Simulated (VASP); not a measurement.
A run of VASP 6.6.1 is set up as follows.

The input INCAR:

```
ALGO = Fast
EDIFF = 1E-7
ENCUT = 520
GGA = PE
ISIF = 2
ISMEAR = 0
LASPH = T
LCHARG = F
LREAL = F
LWAVE = F
NBANDS = 18
NELM = 100
PREC = Accurate
SIGMA = 0.15
```

The input KPOINTS:

```
k-points
0
Gamma
  18 18 10
```

File POSCAR:

```
Sc
1.0
    3.3584298657      0.0000000000      0.0000000000
   -1.6792149328      2.9084855806      0.0000000000
    0.0000000000      0.0000000000      5.1099600000
Sc
2
Direct
    0.3333333333      0.6666666667      0.2500000000
    0.6666666667      0.3333333333      0.7500000000
```

Potentials or basis: VASP PAW PBE potentials, release 64 (Sc_sv).

Command:

```bash
$ cat potpaw_PBE.64/Sc_sv/POTCAR > POTCAR
$ mpirun -np 1 vasp_std > vasp.out
```

Task: Predict the band gap on the k mesh.

Result: Zero (bands 11 and 12 overlap by 1.57 eV).

Task: Estimate the pressure.

Result: -0.6 GPa.

Stress tensor (GPa, compression positive):
```
-1.22  0.00  0.00
 0.00 -1.22  0.00
 0.00  0.00  0.53
```

Caveat: the cell differs from its parent crystal (strain +0.015 along x and y, -0.030 along z).
